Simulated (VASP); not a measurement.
The system is GdO.

```
Gd O
1.0
     0.00000    2.73553    2.73553
     2.73553    0.00000    2.73553
     2.73553    2.73553    0.00000
Gd O
1 1
Direct
  0.00000 0.00000 0.00000
  0.75000 0.75000 0.75000
```

Program: VASP 6.6.1. Alike in all runs: task single point; potentials or basis VASP PAW PBE potentials, release 64 (Gd, O); spin collinear, ferromagnetic start; cell as given; k mesh 9 × 9 × 9; cutoff (eV) 520; smearing fermi-dirac 0.05 eV.

Order these runs on this cell by their pressure, lowest first.
A. level LDA
B. level r2SCAN
C. level PBE

A (-10.1 GPa), B (-6.0 GPa), C (-3.9 GPa).

Caveats: the cell stands under tension; a cell with one magnetic atom can't hold antiferromagnetic order, which such compounds often take; the PAW data sets were made with another functional, which shifts forces and pressure a little (at least some runs).
